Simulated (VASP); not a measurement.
## Si: relaxation of cell and atoms with PBE

Si:

```
Si
1.0
     4.27902    0.00000    0.00000
    -2.13951    3.70574    0.00000
     0.00000    0.00000    2.50590
Si
3
Direct
  0.00000 0.00000 0.00000
  0.33333 0.66667 0.50000
  0.66667 0.33333 0.50000
```

This isn't the form of Si at room conditions, which is diamond.

* Program: VASP 6.6.1
* Task: relaxation of cell and atoms
* Functional: PBE
* Potentials or basis: VASP PAW PBE potentials, release 64 (Si)
* Cutoff: 600 eV
* k mesh: 9 × 9 × 12
* Occupations: fermi-dirac, width 0.08 eV
* Spin: no spin polarisation
* Target pressure: 13 GPa
* Dipole correction: no
* Further INCAR settings: ALGO = Normal; EDIFF = 1e-06; IBRION = 2; EDIFFG = -0.005; NSW = 32; ISIF = 3

```yaml
Pressure_after_relaxing: 13.0 GPa
Band_gap_on_the_k_mesh: zero (bands 6 and 7 overlap by 7.85 eV)
```

Final structure:
```xyz
3
Lattice="4.2790 0.0000 0.0000 -2.1395 3.7057 0.0000 0.0000 0.0000 2.5059" Properties=species:S:1:pos:R:3 pbc="T T T"
Si    0.0000    0.0000    0.0000
Si    0.0000    2.4705    1.2529
Si    2.1395    1.2352    1.2529
```

Levels at points of the mesh, in eV from the Fermi level:
| k point | band 2 | band 3 | band 4 | band 5 | band 6 | band 7 | band 8 | band 9 | band 10 |
| --- | --- | --- | --- | --- | --- | --- | --- | --- | --- |
| (0.00, 0.00, 0.00) | -5.09 | -4.89 | -4.83 | -4.83 | -4.75 | -4.75 | 6.14 | 7.42 | 12.23 |
| (0.00, 0.00, 0.50) | -9.04 | -0.77 | -0.77 | -0.68 | -0.31 | 0.68 | 0.68 | 0.78 | 0.78 |

It took 36 s on 1 thread of Intel Xeon 8259CL, on a shared host, peak memory 0.17 GiB.

Caveat: the relaxation stopped at its first step, so nothing moved; the cell is relaxed towards a set pressure, so the run minimises the enthalpy, not the energy.
